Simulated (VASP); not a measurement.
InAs (rocksalt type):

```
In As
1.0
     0.00000    2.73389    2.73389
     2.73389    0.00000    2.73389
     2.73389    2.73389    0.00000
In As
1 1
Direct
  0.00000 0.00000 0.00000
  0.50000 0.50000 0.50000
```

- Program: VASP 6.6.1
- Task: relaxation of cell and atoms
- Functional: LDA
- Potentials or basis: VASP PAW LDA potentials, release 64 (In_d, As)
- Cutoff: 600 eV
- k mesh: 13 × 13 × 13
- Occupations: fermi-dirac, width 0.1 eV
- Spin: no spin polarisation

At the start: pressure 7.1 GPa; volume 20.43 Å³/atom.

Question: How do energy, volume and symmetry change on relaxing?

Answer: Over 5 steps the energy falls by 32.3 meV/atom and the volume is 22.03 Å³/atom (+7.8 %); space group Fm-3m (No. 225, to 0.05 Å).

The path:
```csv
step,energy change (eV),largest force (eV/Å),pressure (GPa),volume (Å³)
1,0.0000,0.0000,7.12,40.87
2,-0.0363,0.0000,-3.57,46.48
3,-0.0647,0.0000,0.05,44.05
4,-0.0647,0.0000,-0.08,44.12
5,-0.0647,0.0000,0.03,44.06
```

Final structure:
```xyz
2
Lattice="0.0000 2.8033 2.8033 2.8033 0.0000 2.8033 2.8033 2.8033 0.0000" Properties=species:S:1:pos:R:3 pbc="T T T"
In    2.8033    2.8033    0.0000
As    2.8033    2.8033    2.8033
```
